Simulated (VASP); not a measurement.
A run of VASP 6.6.1 is set up as follows.

Contents of INCAR:

```
SYSTEM = Sb
AGGAC = 1.0 ; AGGAX = 1.0
ALDAC = 0.0 ; ALDAX = 1.0
ALGO = Normal ; EDIFF = 1E-6
ENCUT = 520 ; GGA = B5
ISIF = 2 ; ISMEAR = -1
LASPH = .TRUE. ; LCHARG = .FALSE.
LREAL = .FALSE. ; LWAVE = .FALSE.
NBANDS = 8 ; NELM = 80
PREC = Accurate ; SIGMA = 0.1
```

KPOINTS

```
k-points
0
G
  12 12 12
  0 0 0
```

POSCAR

```
Sb
1.0
    0.0000000000      2.5713344459      2.5713344459
    2.5713344459      0.0000000000      2.5713344459
    2.5713344459      2.5713344459      0.0000000000
Sb
1
Direct
    0.0000000000      0.0000000000      0.0000000000
```

Potentials or basis: VASP PAW PBE potentials, release 64 (Sb).

Run with:

```console
$ cat potpaw_PBE.64/Sb/POTCAR > POTCAR
$ mpirun -np 1 vasp_std > vasp.out
```

Question: Predict the pressure.

Answer: -3.8 GPa.

Caveat: the PAW data sets were made with another functional, which shifts forces and pressure a little.
